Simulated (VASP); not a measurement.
Input of a VASP 6.6.1 run:

Contents of POSCAR:

```
WC
1.0
    0.0000000000      2.2063882750      2.2063882750
    2.1926840000      0.0137042750      2.1926840000
    2.1926840000      2.1926840000      0.0137042750
W C
1 1
Direct
    0.0000000000      0.0000000000      0.0000000000
    0.5000000000      0.5000000000      0.5000000000
```

INCAR.step1

```
SYSTEM = WC
ALGO     = Normal         ! electronic algorithm
EDIFF    = 1E-4           ! SCF threshold, eV
ENCUT    = 520            ! plane-wave cutoff, eV
GGA      = PE             ! functional
ISMEAR   = 0              ! smearing method
LASPH    = .TRUE.         ! aspherical terms in the spheres
LCHARG   = .FALSE.        ! write CHGCAR
LREAL    = .FALSE.        ! projectors in reciprocal space
LWAVE    = .TRUE.         ! write WAVECAR
NBANDS   = 16             ! bands
NELM     = 100            ! most SCF steps
PREC     = Accurate       ! precision mode
SIGMA    = 0.15           ! smearing width, eV
```

INCAR.step2

```
SYSTEM = WC
ALGO     = Normal         ! electronic algorithm
EDIFF    = 1E-6           ! SCF threshold, eV
ENCUT    = 520            ! plane-wave cutoff, eV
ISIF     = 2              ! what is computed and relaxed
ISMEAR   = 0              ! smearing method
ISTART   = 1            
LASPH    = .TRUE.         ! aspherical terms in the spheres
LCHARG   = .FALSE.        ! write CHGCAR
LMIXTAU  = .TRUE.       
LREAL    = .FALSE.        ! projectors in reciprocal space
LWAVE    = .FALSE.        ! write WAVECAR
METAGGA  = R2SCAN         ! meta-GGA
NBANDS   = 16             ! bands
NELM     = 100            ! most SCF steps
PREC     = Accurate       ! precision mode
SIGMA    = 0.15           ! smearing width, eV
```

The input KPOINTS:

```
k-points
0
G
  18 18 18
  0 0 0
```

Potentials or basis: VASP PAW PBE potentials, release 64 (W_sv, C).

Run with:

```sh
$ cat potpaw_PBE.64/W_sv/POTCAR potpaw_PBE.64/C/POTCAR > POTCAR
$ cp INCAR.step1 INCAR
$ mpirun -np 1 vasp_std > vasp.out
$ cp INCAR.step2 INCAR
$ mpirun -np 1 vasp_std > vasp.out
```

Q: What does it give for the band gap on the k mesh?

A: Zero (bands 9 and 10 overlap by 3.26 eV).

Q: Predict the pressure.

A: -3.6 GPa.

Stress tensor (GPa, compression positive):
```
-3.64  0.00  0.00
 0.00 -3.63 -1.92
 0.00 -1.92 -3.63
```

Caveat: the cell differs from its parent crystal (strain +0.0125 x Voigt [0, 0, 0, 1, 0, 0]); the cell stands under tension; the PAW data sets were made with another functional, which shifts forces and pressure a little; spin-orbit coupling is left out, which moves the levels of the heavy elements.
